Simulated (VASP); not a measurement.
# Se (R-3m) in VASP: further runs

Se is run at these levels: PBEsol; tasks: relaxation of cell and atoms, single point.

All numbers are computed with VASP 6.6.1; they aren't measurements. Logs are shortened: lines on timing, memory, paths and dates and some standing lists are left out, and cuts for length are marked.

**1. The cell of the first run**

It takes space group R-3m (No. 166, trigonal). The conventional cell has a = 3.872 Å, b = 3.872 Å, c = 2.732 Å, α = 90.00°, β = 90.00°, γ = 120.00°. Within 3.2 Å of Se (site symmetry -3m) lie 14 Se at 2.41 to 2.88 Å.

**2. Relaxation of cell and atoms, PBEsol, target pressure 125 GPa, at which the enthalpy is minimised**

Contents of INCAR:

```
ALGO     = Normal         # electronic algorithm
EDIFF    = 1E-6           # SCF threshold, eV
EDIFFG   = -0.002         # ionic threshold
ENCUT    = 600            # plane-wave cutoff, eV
GGA      = PS             # functional
IBRION   = 2              # ionic algorithm
ISIF     = 3              # what is computed and relaxed
ISMEAR   = -1             # smearing method
LASPH    = T              # aspherical terms in the spheres
LCHARG   = F              # write CHGCAR
LREAL    = F              # projectors in reciprocal space
LWAVE    = F              # write WAVECAR
NELM     = 100            # most SCF steps
NSW      = 80             # ionic steps
PREC     = Accurate       # precision mode
PSTRESS  = 1250.0       
SIGMA    = 0.1            # smearing width, eV
```

Contents of KPOINTS:

```
k-points
0
Gamma
  21 21 21
```

Contents of POSCAR:

```
Se
1.0
    1.9358089321      1.1176398080      0.9107105610
   -1.9358089321      1.1176398080      0.9107105610
    0.0000000000     -2.2352796160      0.9107105610
Se
1
Direct
    0.0000000000      0.0000000000      0.0000000000
```

Potentials or basis: VASP PAW PBE potentials, release 64 (Se).

Started as:

```
$ cat potpaw_PBE.64/Se/POTCAR > POTCAR
$ mpirun -np 1 vasp_std > vasp.out
```

OUTCAR:

```text
EDIFF = 1E-6
   EDIFFG = -0.002
   ENCUT = 600
   GGA = PS
   IBRION = 2
   ISIF = 3
   ISMEAR = -1
   LASPH = T
   LREAL = F
   NELM = 100
   NSW = 80
   PREC = Accurate
   PSTRESS = 1250.0

 ion  position               nearest neighbor table
   1  0.000  0.000  0.000-

  LATTYP: Found a trigonal (rhomboedric) cell.
 ALAT       =     2.4136836346
 COS(alpha) =    -0.2864540628

  Lattice vectors:

 A1 = (   1.9358089321,   1.1176398080,   0.9107105610)
 A2 = (  -1.9358089321,   1.1176398080,   0.9107105610)
 A3 = (   0.0000000000,  -2.2352796160,   0.9107105610)

Analysis of symmetry for initial positions (statically):
=====================================================================
 Subroutine PRICEL returns:
 Original cell was already a primitive cell.

 Routine SETGRP: Setting up the symmetry group for a
 trigonal (rhombohedral) supercell.

 Subroutine GETGRP returns: Found 12 space group operations
 (whereof 12 operations were pure point group operations)
 out of a pool of 12 trial point group operations.

The static configuration has the point symmetry D_3d.

Analysis of symmetry for dynamics (positions and initial velocities):
=====================================================================
 Subroutine PRICEL returns:
 Original cell was already a primitive cell.

 Routine SETGRP: Setting up the symmetry group for a
 trigonal (rhombohedral) supercell.

 Subroutine GETGRP returns: Found 12 space group operations
 (whereof 12 operations were pure point group operations)
 out of a pool of 12 trial point group operations.

The dynamic configuration has the point symmetry D_3d.

 Subroutine INISYM returns: Found 12 space group operations
 (whereof 12 operations are pure point group operations),
 and found     1 'primitive' translations

----------------------------------------------------------------------------------------

                                     Primitive cell

  volume of cell :      11.8221

  direct lattice vectors                    reciprocal lattice vectors
     1.935808932  1.117639808  0.910710561     0.258289954  0.149123774  0.366014569
    -1.935808932  1.117639808  0.910710561    -0.258289954  0.149123774  0.366014569
     0.000000000 -2.235279616  0.910710561     0.000000000 -0.298247549  0.366014569

  length of vectors
     2.413683635  2.413683635  2.413683635     0.472142209  0.472142209  0.472142209

  position of ions in fractional coordinates (direct lattice)
     0.000000000  0.000000000  0.000000000

  ion indices of the primitive-cell ions
   primitive index   ion index
                 1           1

----------------------------------------------------------------------------------------

 KPOINTS: k-points

Automatic generation of k-mesh.
 Grid dimensions read from file:
 generate k-points for:   21   21   21

 Generating k-lattice:

  Cartesian coordinates                     Fractional coordinates (reciprocal lattice)
     0.012299522  0.007101132  0.017429265     0.047619048  0.000000000  0.000000000
    -0.012299522  0.007101132  0.017429265     0.000000000  0.047619048  0.000000000
     0.000000000 -0.014202264  0.017429265     0.000000000  0.000000000  0.047619048

  Length of vectors
     0.022482962  0.022482962  0.022482962

  Shift w.r.t. Gamma in fractional coordinates (k-lattice)
     0.000000000  0.000000000  0.000000000

 Subroutine IBZKPT returns following result:
 ===========================================

 Found    891 irreducible k-points:

 Following reciprocal coordinates:
            Coordinates               Weight
  0.000000  0.000000  0.000000      1.000000
  0.047619 -0.000000  0.000000      6.000000
  0.095238 -0.000000  0.000000      6.000000
  0.142857 -0.000000  0.000000      6.000000
  0.190476 -0.000000  0.000000      6.000000
  0.238095 -0.000000  0.000000      6.000000
[... 16 lines left out ...]
 -0.428571  0.047619  0.000000     12.000000
 -0.380952  0.047619 -0.000000     12.000000
 [... further k-points ...]
   k-points           NKPTS =    891   k-points in BZ     NKDIM =    891   number of bands    NBANDS=      7
   number of dos      NEDOS =    301   number of ions     NIONS =      1
   total plane-waves  NPLWV =   8000
   dimension x,y,z NGX =    20 NGY =   20 NGZ =   20
   dimension x,y,z NGXF=    40 NGYF=   40 NGZF=   40
   ions per type =               1
   NGX,Y,Z   is equivalent  to a cutoff of  13.78, 13.78, 13.78 a.u.
   NGXF,Y,Z  is equivalent  to a cutoff of  27.55, 27.55, 27.55 a.u.
 SYSTEM =  unknown system
   PREC   = accura    normal or accurate (medium, high low for compatibility)
   ISTART =      0    job   : 0-new  1-cont  2-samecut
   ICHARG =      2    charge: 1-file 2-atom 10-const
   ISPIN  =      1    spin polarized calculation?
   LNONCOLLINEAR =      F non collinear calculations
   LSORBIT =      F    spin-orbit coupling
   LASPH  =      T    aspherical Exc in radial PAW
   ENCUT  =  600.0 eV  44.10 Ry    6.64 a.u.   4.82  4.82  4.82*2*pi/ulx,y,z
   NELM   =    100;   NELMIN=  2; NELMDL= -5     # of ELM steps
   EDIFF  = 0.1E-05   stopping-criterion for ELM
   LREAL  =      F    real-space projection
   EDIFFG = -.2E-02   stopping-criterion for IOM
   NSW    =     80    number of steps for IOM
   IBRION =      2    ionic relax: 0-MD 1-quasi-New 2-CG
   NFREE  =      1    steps in history (QN), initial steepest desc. (CG)
   ISIF   =      3    stress and relaxation
   ISYM   =      2    0-nonsym 1-usesym 2-fastsym
   POTIM  = 0.5000    time-step for ionic-motion
   TEBEG  =    0.0;   TEEND  =   0.0 temperature during run
   PSTRESS= 1250.0 pullay stress
   NELECT =       6.0000    total number of electrons
   NUPDOWN=      -1.0000    fix difference up-down
   EMIN   =  10.00;   EMAX   =-10.00  energy-range for DOS
   EFERMI =   0.00;   METHOD = LEGACY
   ISMEAR =    -1;   SIGMA  =   0.10  broadening in eV -4-tet -1-fermi 0-gaus
   EFERMI_NEDOS =   21; number of points for ismear=-14 and -15
   IALGO  =     38    algorithm
   IMIX   =      4    mixing-type and parameters
     AMIX     =   0.40;   BMIX     =  1.00
     AMIX_MAG =   1.60;   BMIX_MAG =  1.00
  volume/ion in A,a.u.               =      11.82        79.78
  Fermi-wavevector in a.u.,A,eV,Ry     =   1.305850  2.467698 23.201252  1.705244
  Thomas-Fermi vector in A             =   2.436691
   LORBIT       =      0    0 simple, 1 ext, 2 COOP (PROOUT), +10 PAW based schemes
   GGA     = PS    functional components
   LHFCALC =     F    Hartree Fock is set to
   AEXX    =    0.0000 exact exchange contribution
   IVDW    =     0    specifies the selected vdW correction
   LEPSILON=     F    determine dielectric tensor
   LRPA    =     F    only Hartree local field effects (RPA)
 conjugate gradient relaxation of ions
 non-spin polarized calculation
  energy-cutoff  :      600.00
  volume of cell :       11.82
 maximum number of plane-waves:       411
   NGX =  9   NGY =  9   NGZ =  9

--------------------------------------- Ionic step        1  -------------------------------------------

 number of electron       5.9999999 magnetization

 Free energy of the ion-electron system (eV)
  ---------------------------------------------------
  ext. energy  EPLUGINS =         0.00000000
  ---------------------------------------------------
  free energy    TOTEN  =        -1.52097980 eV

  energy without entropy =       -1.51070890  energy(sigma->0) =       -1.51584435

------------------------ aborting loop because EDIFF is reached ----------------------------------------

  FORCE on cell =-STRESS in cart. coord.  units (eV):
  Direction    XX          YY          ZZ          XY          YZ          ZX
  --------------------------------------------------------------------------------------
  -------------------------------------------------------------------------------------
  Total        9.5381330      9.5381330      9.3230166      0.0000000      0.0000000      0.0000000
  in kB     1292.6411643   1292.6411642   1263.4878354      0.0000000      0.0000000      0.0000000
  external PRESSURE =      32.9233880 kB  Pullay stress =    1250.0000000 kB
[... 90 lines left out ...]
  FREE ENERGIE OF THE ION-ELECTRON SYSTEM (eV)
  ---------------------------------------------------
  free  energy   TOTEN  =        -1.5854138827 eV

  energy  without entropy=       -1.5750307253  energy(sigma->0) =       -1.58022230

  enthalpy is  TOTEN    =         7.7015534867 eV   P V=        9.2869673694

[... ionic steps 4 to 32 ...]

--------------------------------------- Ionic step       33  -------------------------------------------

 number of electron       5.9999999 magnetization

------------------------ aborting loop because EDIFF is reached ----------------------------------------

  FORCE on cell =-STRESS in cart. coord.  units (eV):
  Direction    XX          YY          ZZ          XY          YZ          ZX
  --------------------------------------------------------------------------------------
  -------------------------------------------------------------------------------------
  Total        9.2231656      9.2231655      9.2219423     -0.0000000      0.0000000      0.0000000
  in kB     1250.4633187   1250.4633113   1250.2974673     -0.0000000      0.0000000      0.0000000
  external PRESSURE =       0.4080324 kB  Pullay stress =    1250.0000000 kB
[... 59 lines left out ...]
  enthalpy is  TOTEN    =         7.6928764270 eV   P V=        9.2201203355

--------------------------------------- Ionic step       35  -------------------------------------------

 number of electron       5.9999999 magnetization

 Free energy of the ion-electron system (eV)
  ---------------------------------------------------
  ext. energy  EPLUGINS =         0.00000000
  ---------------------------------------------------
  free energy    TOTEN  =        -1.52740154 eV

  energy without entropy =       -1.51530390  energy(sigma->0) =       -1.52135272

 E-fermi :  13.9731     XC(G=0): -13.2994

 val. band max:       13.9546774526   @ k =  -0.2381   0.1429   0.0476
 cond. band min:      13.9936253952   @ k =   0.4762   0.2857   0.1905
 fundamental gap:      0.0389479426
 Fermi energy:        13.9730924656

 k-point     1 :       0.0000    0.0000    0.0000
  band No.  band energies     occupation
      1      -9.0164      2.00000
      2      20.8428      0.00000
      3      20.8479      0.00000
      4      20.8479      0.00000
      5      27.7694      0.00000
      6      27.7694      0.00000
      7      27.7728      0.00000
[... 221 lines left out ...]
 k-point    24 :      -0.3810    0.0476   -0.0000
  band No.  band energies     occupation
      1      -4.4218      2.00000
      2       6.1539      2.00000
      3      14.6900      0.00154
      4      17.6908      0.00000
      5      22.3710      0.00000
      6      23.1624      0.00000
      7      31.5265      0.00000

 [... further k-points ...]

------------------------ aborting loop because EDIFF is reached ----------------------------------------

  FORCE on cell =-STRESS in cart. coord.  units (eV):
  Direction    XX          YY          ZZ          XY          YZ          ZX
  --------------------------------------------------------------------------------------
  -------------------------------------------------------------------------------------
  Total        9.2216336      9.2216335      9.2197923     -0.0000000      0.0000000      0.0000000
  in kB     1250.1837773   1250.1837706   1249.9341513     -0.0000000      0.0000000      0.0000000
  external PRESSURE =       0.1005664 kB  Pullay stress =    1250.0000000 kB
[... 16 lines left out ...]
  FREE ENERGIE OF THE ION-ELECTRON SYSTEM (eV)
  ---------------------------------------------------
  free  energy   TOTEN  =        -1.5274015363 eV

  energy  without entropy=       -1.5153038956  energy(sigma->0) =       -1.52135272

  enthalpy is  TOTEN    =         7.6928764656 eV   P V=        9.2202780019

 reached required accuracy - stopping structural energy minimisation
```

It took 5.6 min on 1 thread of Intel Xeon 6975P-C (Granite Rapids), shared host; peak memory 0.21 GiB.

What came out:

* Free energy: -1.5274 eV
* Relaxed volume: 11.82 Å³/atom
* Relaxed cell: a = 2.485 Å, b = 2.485 Å, c = 2.485 Å, α = 109.47°, β = 109.47°, γ = 109.47°
* Space group after relaxing (to 0.05 Å): Im-3m (No. 229)
* Energy change on relaxing (the enthalpy is what falls): -6.4 meV/atom
* Ionic steps: 35
* Pressure after relaxing: 125.0 GPa
* Band gap on the k mesh: zero (band 3 reaches 20.85 eV, above the bottom of band 4 at 6.60 eV)

Step by step:
```tsv
step	energy change (eV)	largest force (eV/Å)	pressure (GPa)	volume (Å³)
1	0.0000	0.0000	128.29	11.82
2	-0.3124	0.0000	110.07	12.24
3	-0.0644	0.0000	124.54	11.90
4	-0.0556	0.0000	124.78	11.89
5	-0.0444	0.0000	125.12	11.88
6	-0.0203	0.0000	125.98	11.85
7	0.0343	0.0000	128.25	11.78
8	0.0296	0.0000	127.96	11.78
9	0.0157	0.0000	127.05	11.80
10	-0.0116	0.0000	125.25	11.83
11	-0.0647	0.0000	121.81	11.90
12	-0.1542	0.0000	116.55	12.02
13	-0.0885	0.0000	120.34	11.93
14	-0.0932	0.0000	120.06	11.93
15	-0.0964	0.0000	119.86	11.94
16	-0.1050	0.0000	119.34	11.95
17	-0.0981	0.0000	119.74	11.94
18	-0.0771	0.0000	120.94	11.91
19	-0.0345	0.0000	123.39	11.85
20	-0.0139	0.0000	124.58	11.83
21	-0.0158	0.0000	124.51	11.83
22	-0.0152	0.0000	124.49	11.83
23	-0.0136	0.0000	124.59	11.83
24	-0.0104	0.0000	124.78	11.82
25	-0.0038	0.0000	125.16	11.81
26	-0.0077	0.0000	124.93	11.82
27	-0.0075	0.0000	124.94	11.82
28	-0.0069	0.0000	124.97	11.82
29	-0.0071	0.0000	124.97	11.82
30	-0.0073	0.0000	124.96	11.82
31	-0.0066	0.0000	124.98	11.82
32	-0.0057	0.0000	125.03	11.82
33	-0.0059	0.0000	125.04	11.82
34	-0.0063	0.0000	125.02	11.82
35	-0.0064	0.0000	125.01	11.82
```

Final structure:
```xyz
1
Lattice="2.0292 1.1715 0.8286 -2.0292 1.1715 0.8286 0.0000 -2.3431 0.8286" Properties=species:S:1:pos:R:3 pbc="T T T"
Se    0.0000    0.0000    0.0000
```

Levels at points of the mesh, in eV from the Fermi level:
```csv
k point,band 1,band 2,band 3,band 4,band 5,band 6,band 7
"(0.00, 0.00, 0.00)",-22.99,6.87,6.87,6.87,13.80,13.80,13.80
```

Caveat: the cell is relaxed towards a set pressure, so the enthalpy falls and the energy may rise; the PAW data sets were made with another functional, which shifts forces and pressure a little.

**3. Single point, PBEsol**

This run uses another cell than the first one, of 12.74 Å³/atom, 1.078 times its volume.

Contents of INCAR:

```
  PREC = Accurate
  ENCUT = 520
  EDIFF = 1E-7
  ISMEAR = -1
  SIGMA = 0.1
  LREAL = F
  LASPH = T
  NELM = 100
  ALGO = Normal
  ISIF = 2
  LWAVE = F
  LCHARG = F
  GGA = PS
  NBANDS = 9
```

Contents of KPOINTS:

```
Automatic mesh
0
Gamma
  21 21 21
```

Contents of POSCAR:

```
Se
1.0
    1.9482951432      1.1248487254      0.9688067466
   -1.9482951432      1.1248487254      0.9688067466
    0.0000000000     -2.2496974508      0.9688067466
Se
1
Direct
    0.0000000000      0.0000000000      0.0000000000
```

Potentials or basis: VASP PAW PBE potentials, release 64 (Se).

Started as:

```
$ cat potpaw_PBE.64/Se/POTCAR > POTCAR
$ mpirun -np 1 vasp_std > vasp.out
```

Run time: 26 s. Hardware: 1 thread of Intel Xeon 6975P-C (Granite Rapids), shared host; peak memory 0.2 GiB.

The run converged. Its results:

```
Free energy            : -2.1505 eV
Pressure               : 95.5 GPa
Band gap on the k mesh : zero (band 3 reaches 18.78 eV, above the bottom of band 4 at 6.24 eV)
```

Stress tensor (GPa, compression positive):
```
95.67  0.00  0.00
 0.00 95.67  0.00
 0.00  0.00 95.08
```

Levels at points of the mesh, in eV from the Fermi level:
| k point | band 1 | band 2 | band 3 | band 4 | band 5 | band 6 | band 7 | band 8 |
| --- | --- | --- | --- | --- | --- | --- | --- | --- |
| (0.00, 0.00, 0.00) | -21.85 | 3.83 | 6.32 | 6.32 | 10.93 | 10.93 | 14.03 | 19.24 |

Caveat: the PAW data sets were made with another functional, which shifts forces and pressure a little.

(Continued in part 2 of 2.)
